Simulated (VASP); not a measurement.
# Pt (I4/mmm) in VASP: notebook

Runs on Pt. Level: LDA. Tasks: single point.

All numbers are computed with VASP 6.6.1; they aren't measurements. Logs are shortened: lines on timing, memory, paths and dates and some standing lists are left out, and cuts for length are marked.

**1. The cell of the first run**

It takes space group I4/mmm (No. 139, tetragonal). The conventional cell has a = 2.982 Å, b = 2.982 Å, c = 3.578 Å, α = 90.00°, β = 90.00°, γ = 90.00°. Pt (site symmetry 4/mmm) has 14 Pt at 2.77 to 3.58 Å within 3.6 Å.

**2. Single point, LDA**

INCAR

```
  ALGO = Fast
  EDIFF = 1E-6
  ENCUT = 520
  GGA = CA
  ISIF = 2
  ISMEAR = 0
  LASPH = True
  LCHARG = False
  LREAL = False
  LWAVE = False
  NBANDS = 11
  NELM = 60
  PREC = Accurate
  SIGMA = 0.15
```

KPOINTS

```
k-points
0
Gamma
  24 24 24
```

POSCAR

```
Pt
1.0
   -1.4908080977      1.4908080977      1.7889697172
    1.4908080977     -1.4908080977      1.7889697172
    1.4908080977      1.4908080977     -1.7889697172
Pt
1
Direct
    0.0000000000      0.0000000000      0.0000000000
```

Potentials or basis: VASP PAW LDA potentials, release 64 (Pt).

On the command line:

```
> cat potpaw_LDA.64/Pt/POTCAR > POTCAR
> mpirun -np 1 vasp_std > vasp.out
```

OUTCAR:

```text
EDIFF = 1E-6
   ENCUT = 520
   GGA = CA
   ISIF = 2
   ISMEAR = 0
   LASPH = True
   LREAL = False
   NELM = 60
   PREC = Accurate

 ion  position               nearest neighbor table
   1  0.000  0.000  0.000-

  LATTYP: Found a body centered tetragonal cell.
 ALAT       =     2.9816161954
 C/A-ratio  =     1.2000000000

  Lattice vectors:

 A1 = (  -1.4908080977,   1.4908080977,   1.7889697172)
 A2 = (   1.4908080977,  -1.4908080977,   1.7889697172)
 A3 = (   1.4908080977,   1.4908080977,  -1.7889697172)

Analysis of symmetry for initial positions (statically):
=====================================================================
 Subroutine PRICEL returns:
 Original cell was already a primitive cell.

 Routine SETGRP: Setting up the symmetry group for a
 body centered tetragonal supercell.

 Subroutine GETGRP returns: Found 16 space group operations
 (whereof 16 operations were pure point group operations)
 out of a pool of 16 trial point group operations.

The static configuration has the point symmetry D_4h.

Analysis of symmetry for dynamics (positions and initial velocities):
=====================================================================
 Subroutine PRICEL returns:
 Original cell was already a primitive cell.

 Routine SETGRP: Setting up the symmetry group for a
 body centered tetragonal supercell.

 Subroutine GETGRP returns: Found 16 space group operations
 (whereof 16 operations were pure point group operations)
 out of a pool of 16 trial point group operations.

The dynamic configuration has the point symmetry D_4h.

 Subroutine INISYM returns: Found 16 space group operations
 (whereof 16 operations are pure point group operations),
 and found     1 'primitive' translations

----------------------------------------------------------------------------------------

                                     Primitive cell

  volume of cell :      15.9040

  direct lattice vectors                    reciprocal lattice vectors
    -1.490808098  1.490808098  1.788969717     0.000000000  0.335388573  0.279490477
     1.490808098 -1.490808098  1.788969717     0.335388573  0.000000000  0.279490477
     1.490808098  1.490808098 -1.788969717     0.335388573  0.335388573  0.000000000

  length of vectors
     2.765037110  2.765037110  2.765037110     0.436578082  0.436578082  0.474311068

  position of ions in fractional coordinates (direct lattice)
     0.000000000  0.000000000  0.000000000

  ion indices of the primitive-cell ions
   primitive index   ion index
                 1           1

----------------------------------------------------------------------------------------

 KPOINTS: k-points

Automatic generation of k-mesh.
 Grid dimensions read from file:
 generate k-points for:   24   24   24

 Generating k-lattice:

  Cartesian coordinates                     Fractional coordinates (reciprocal lattice)
     0.000000000  0.013974524  0.011645437     0.041666667  0.000000000  0.000000000
     0.013974524  0.000000000  0.011645437     0.000000000  0.041666667  0.000000000
     0.013974524  0.013974524  0.000000000     0.000000000  0.000000000  0.041666667

  Length of vectors
     0.018190753  0.018190753  0.019762961

  Shift w.r.t. Gamma in fractional coordinates (k-lattice)
     0.000000000  0.000000000  0.000000000

 Subroutine IBZKPT returns following result:
 ===========================================

 Found   1063 irreducible k-points:

 Following reciprocal coordinates:
            Coordinates               Weight
  0.000000  0.000000  0.000000      1.000000
  0.041667 -0.000000  0.000000      8.000000
  0.083333  0.000000  0.000000      8.000000
  0.125000  0.000000  0.000000      8.000000
  0.166667  0.000000  0.000000      8.000000
  0.208333  0.000000 -0.000000      8.000000
[... 16 lines left out ...]
  0.416667  0.041667  0.000000     16.000000
  0.458333  0.041667  0.000000     16.000000
 [... further k-points ...]
   k-points           NKPTS =   1063   k-points in BZ     NKDIM =   1063   number of bands    NBANDS=     11
   number of dos      NEDOS =    301   number of ions     NIONS =      1
   total plane-waves  NPLWV =  13824
   dimension x,y,z NGX =    24 NGY =   24 NGZ =   24
   dimension x,y,z NGXF=    48 NGYF=   48 NGZF=   48
   ions per type =               1
   NGX,Y,Z   is equivalent  to a cutoff of  14.43, 14.43, 14.43 a.u.
   NGXF,Y,Z  is equivalent  to a cutoff of  28.86, 28.86, 28.86 a.u.
 SYSTEM =  unknown system
   PREC   = accura    normal or accurate (medium, high low for compatibility)
   ISTART =      0    job   : 0-new  1-cont  2-samecut
   ICHARG =      2    charge: 1-file 2-atom 10-const
   ISPIN  =      1    spin polarized calculation?
   LNONCOLLINEAR =      F non collinear calculations
   LSORBIT =      F    spin-orbit coupling
   LASPH  =      T    aspherical Exc in radial PAW
   ENCUT  =  520.0 eV  38.22 Ry    6.18 a.u.   5.14  5.14  5.14*2*pi/ulx,y,z
   NELM   =     60;   NELMIN=  2; NELMDL= -5     # of ELM steps
   EDIFF  = 0.1E-05   stopping-criterion for ELM
   LREAL  =      F    real-space projection
   EDIFFG = 0.1E-04   stopping-criterion for IOM
   NSW    =      0    number of steps for IOM
   IBRION =     -1    ionic relax: 0-MD 1-quasi-New 2-CG
   NFREE  =      0    steps in history (QN), initial steepest desc. (CG)
   ISIF   =      2    stress and relaxation
   ISYM   =      2    0-nonsym 1-usesym 2-fastsym
   POTIM  = 0.5000    time-step for ionic-motion
   TEBEG  =    0.0;   TEEND  =   0.0 temperature during run
   PSTRESS=    0.0 pullay stress
   NELECT =      10.0000    total number of electrons
   NUPDOWN=      -1.0000    fix difference up-down
   EMIN   =  10.00;   EMAX   =-10.00  energy-range for DOS
   EFERMI =   0.00;   METHOD = LEGACY
   ISMEAR =     0;   SIGMA  =   0.15  broadening in eV -4-tet -1-fermi 0-gaus
   EFERMI_NEDOS =   21; number of points for ismear=-14 and -15
   IALGO  =     68    algorithm
   IMIX   =      4    mixing-type and parameters
     AMIX     =   0.40;   BMIX     =  1.00
     AMIX_MAG =   1.60;   BMIX_MAG =  1.00
  volume/ion in A,a.u.               =      15.90       107.33
  Fermi-wavevector in a.u.,A,eV,Ry     =   1.402510  2.650360 26.763132  1.967035
  Thomas-Fermi vector in A             =   2.525265
   LORBIT       =      0    0 simple, 1 ext, 2 COOP (PROOUT), +10 PAW based schemes
   GGA     = CA    functional components
   LHFCALC =     F    Hartree Fock is set to
   AEXX    =    0.0000 exact exchange contribution
   IVDW    =     0    specifies the selected vdW correction
   LEPSILON=     F    determine dielectric tensor
   LRPA    =     F    only Hartree local field effects (RPA)
 non-spin polarized calculation
 RMM-DIIS sequential band-by-band and
 Gauss-broadening in eV      SIGMA  =   0.15
  energy-cutoff  :      520.00
  volume of cell :       15.90
 maximum number of plane-waves:       443
 NGX is ok and might be reduce to    24
   NGX = 11   NGY = 11   NGZ = 11

 number of electron      10.0000001 magnetization

 Free energy of the ion-electron system (eV)
  ---------------------------------------------------
  ext. energy  EPLUGINS =         0.00000000
  ---------------------------------------------------
  free energy    TOTEN  =        -7.40370477 eV

  energy without entropy =       -7.38591053  energy(sigma->0) =       -7.39480765

 E-fermi :  10.0309     XC(G=0): -13.3779

 val. band max:       10.0263043338   @ k =   0.4583   0.3333  -0.0000
 cond. band min:      10.0321254965   @ k =  -0.3333   0.4583   0.2500
 fundamental gap:      0.0058211627
 Fermi energy:        10.0309373919

 k-point     1 :       0.0000    0.0000    0.0000
  band No.  band energies     occupation
      1       0.4743      2.00000
      2       6.2572      2.00000
      3       6.2572      2.00000
      4       7.5752      2.00000
      5       7.8293      2.00000
      6       9.3259      2.00000
      7      25.3484      0.00000
      8      28.2533      0.00000
      9      28.2533      0.00000
     10      32.5249      0.00000
     11      35.4316      0.00000

 k-point     2 :       0.0417   -0.0000    0.0000
  band No.  band energies     occupation
      1       0.5419      2.00000
      2       6.2580      2.00000
      3       6.2812      2.00000
      4       7.5759      2.00000
      5       7.8197      2.00000
      6       9.3036      2.00000
      7      25.4423      0.00000
      8      28.1838      0.00000
      9      28.3512      0.00000
     10      32.1437      0.00000
     11      35.9648      0.00000

 k-point     3 :       0.0833    0.0000    0.0000
  band No.  band energies     occupation
      1       0.7415      2.00000
      2       6.2569      2.00000
      3       6.3407      2.00000
      4       7.5914      2.00000
      5       7.7979      2.00000
      6       9.2428      2.00000
      7      25.7033      0.00000
      8      27.8781      0.00000
      9      28.6406      0.00000
     10      31.6190      0.00000
     11      36.0417      0.00000

 k-point     4 :       0.1250    0.0000    0.0000
  band No.  band energies     occupation
      1       1.0629      2.00000
      2       6.2481      2.00000
      3       6.3994      2.00000
      4       7.6609      2.00000
      5       7.7804      2.00000
      6       9.1603      2.00000
      7      26.0599      0.00000
      8      27.1885      0.00000
      9      29.1091      0.00000
     10      31.5040      0.00000
     11      34.6569      0.00000
[... 239 lines left out ...]
 k-point    22 :       0.3750    0.0417    0.0000
  band No.  band energies     occupation
      1       3.3694      2.00000
      2       5.8661      2.00000
      3       7.6598      2.00000
      4       8.0883      2.00000
      5       9.4571      2.00000
      6      10.3276      0.00517
      7      18.0785      0.00000
      8      24.5233      0.00000
      9      27.9372      0.00000
     10      32.0394      0.00000
     11      34.6087      0.00000

 k-point    23 :       0.4167    0.0417    0.0000
  band No.  band energies     occupation
      1       3.3927      2.00000
      2       5.7946      2.00000
      3       7.6336      2.00000
      4       8.7596      2.00000
      5       9.6956      1.99843
      6      10.7271      0.00000
      7      16.7526      0.00000
      8      24.2050      0.00000
      9      27.3169      0.00000
     10      31.4603      0.00000
     11      35.4115      0.00000

 k-point    24 :       0.4583    0.0417    0.0000
  band No.  band energies     occupation
      1       3.3937      2.00000
      2       5.7550      2.00000
      3       7.5979      2.00000
      4       9.1968      2.00000
      5       9.8947      1.80100
      6      11.0134      0.00000
      7      15.8673      0.00000
      8      24.0342      0.00000
      9      27.0003      0.00000
     10      31.1024      0.00000
     11      35.9263      0.00000

 [... further k-points ...]

------------------------ aborting loop because EDIFF is reached ----------------------------------------

  FORCE on cell =-STRESS in cart. coord.  units (eV):
  Direction    XX          YY          ZZ          XY          YZ          ZX
  --------------------------------------------------------------------------------------
  -------------------------------------------------------------------------------------
  Total       -1.8631926     -1.8631926     -1.2473365      0.0000000      0.0000000      0.0000000
  in kB     -187.6989587   -187.6989587   -125.6573026      0.0000000      0.0000000      0.0000000
  external PRESSURE =    -167.0184066 kB  Pullay stress =       0.0000000 kB

 VOLUME and BASIS-vectors are now :
 -----------------------------------------------------------------------------
  energy-cutoff  :      520.00
  volume of cell :       15.90
      direct lattice vectors                 reciprocal lattice vectors
    -1.490808098  1.490808098  1.788969717     0.000000000  0.335388573  0.279490477
     1.490808098 -1.490808098  1.788969717     0.335388573  0.000000000  0.279490477
     1.490808098  1.490808098 -1.788969717     0.335388573  0.335388573  0.000000000

 POSITION                                       TOTAL-FORCE (eV/Angst)
 -----------------------------------------------------------------------------------
      0.00000      0.00000      0.00000        -0.000000      0.000000     -0.000000
 -----------------------------------------------------------------------------------
    total drift:                                0.000000      0.000000     -0.000000

  FREE ENERGIE OF THE ION-ELECTRON SYSTEM (eV)
  ---------------------------------------------------
  free  energy   TOTEN  =        -7.4037047748 eV

  energy  without entropy=       -7.3859105322  energy(sigma->0) =       -7.39480765
```

Run time: 56 s. Hardware: 1 thread of Intel Xeon 6975P-C (Granite Rapids), shared host; peak memory 0.29 GiB.

Results:

| Property | Result |
| --- | --- |
| Free energy | -7.4037 eV |
| Pressure | -16.7 GPa |
| Band gap on the k mesh | zero (bands 5 and 6 overlap by 2.50 eV) |

Stress tensor (GPa, compression positive):
```
-18.77   0.00   0.00
  0.00 -18.77   0.00
  0.00   0.00 -12.57
```

Caveat: the cell stands under tension; spin-orbit coupling is left out, which moves the levels of the heavy elements.

**3. Single point, LDA**

INCAR

```
SYSTEM = Pt
ALGO = Fast
EDIFF = 1E-6
ENCUT = 520
GGA = CA
ISIF = 2
ISMEAR = 0
LASPH = .TRUE.
LCHARG = .FALSE.
LREAL = .FALSE.
LWAVE = .FALSE.
NBANDS = 11
NELM = 100
PREC = Accurate
SIGMA = 0.15
```

KPOINTS

```
k-points
0
G
  24 24 24
  0 0 0
```

POSCAR

```
Pt
1.0
   -1.7210122338      1.7210122338      1.3423895424
    1.7210122338     -1.7210122338      1.3423895424
    1.7210122338      1.7210122338     -1.3423895424
Pt
1
Direct
    0.0000000000      0.0000000000      0.0000000000
```

Potentials or basis: VASP PAW LDA potentials, release 64 (Pt).

On the command line:

```
> cat potpaw_LDA.64/Pt/POTCAR > POTCAR
> mpirun -np 1 vasp_std > vasp.out
```

Wall time 56 s (1 thread of Intel Xeon 6975P-C (Granite Rapids), shared host); peak memory 0.29 GiB.

The run converged. Its results:

- Free energy: -7.4459 eV
- Pressure: -14.4 GPa
- Band gap on the k mesh: zero (bands 5 and 6 overlap by 1.99 eV)

Stress tensor (GPa, compression positive):
```
-16.42   0.00   0.00
  0.00 -16.42   0.00
  0.00   0.00 -10.39
```

Levels at points of the mesh, in eV from the Fermi level:
```tsv
k point	band 1	band 2	band 3	band 4	band 5	band 6	band 7	band 8	band 9	band 10
(0.00, 0.00, 0.00)	-9.64	-4.81	-3.41	-2.45	-2.45	-0.28	15.30	15.30	21.32	24.51
(0.50, 0.00, 0.00)	-6.62	-5.61	-1.52	0.43	0.51	0.95	7.25	12.45	13.78	22.34
(0.50, 0.50, 0.00)	-7.12	-3.44	-3.15	-1.52	-0.80	0.56	4.69	15.33	19.83	20.06
(0.50, 0.50, 0.50)	-6.64	-6.16	0.22	0.22	0.73	5.15	5.15	10.97	13.16	16.23
```

Caveat: the cell stands under tension; spin-orbit coupling is left out, which moves the levels of the heavy elements.
